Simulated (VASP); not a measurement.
A run of VASP 6.6.1 is set up as follows.

INCAR

```
  ALGO = Normal
  EDIFF = 1E-6
  EDIFFG = -0.01
  ENCUT = 600
  GGA = PS
  IBRION = 2
  ISIF = 3
  ISMEAR = -1
  LASPH = T
  LCHARG = F
  LREAL = F
  LWAVE = F
  NELM = 100
  NSW = 80
  PREC = Accurate
  SIGMA = 0.05
```

Contents of KPOINTS:

```
k-points
0
Gamma
  6 6 6
```

Contents of POSCAR:

```
In3As
1.0
    4.6716810000      0.0000000000      0.0000000000
    0.0000000000      4.6716810000      0.0000000000
    0.0000000000      0.0000000000      4.6716810000
In As
3 1
Direct
    0.5000000000      0.5000000000      0.0000000000
    0.5000000000      0.0000000000      0.5000000000
    0.0000000000      0.5000000000      0.5000000000
    0.0000000000      0.0000000000      0.0000000000
```

Potentials or basis: VASP PAW PBE potentials, release 64 (In_d, As).

Launch:

```console
$ cat potpaw_PBE.64/In_d/POTCAR potpaw_PBE.64/As/POTCAR > POTCAR
$ mpirun -np 1 vasp_std > vasp.out
```

Predict the relaxed cell.

a = 4.590 Å, b = 4.590 Å, c = 4.590 Å, α = 90.00°, β = 90.00°, γ = 90.00°.

Predict the relaxed volume.

24.17 Å³/atom.

What does it give for the space group after relaxing (to 0.1 Å)?

Pm-3m (No. 221).

What does it give for the band gap on the k mesh?

Zero (bands 22 and 23 overlap by 4.19 eV).

Step by step:
```tsv
step	energy change (eV)	largest force (eV/Å)	pressure (GPa)	volume (Å³)
1	0.0000	0.0000	-2.35	101.96
2	-0.0410	0.0000	0.08	96.54
3	-0.0410	0.0000	0.00	96.68
```

Caveat: the PAW data sets were made with another functional, which shifts forces and pressure a little; spin-orbit coupling is left out, which moves the levels of the heavy elements.
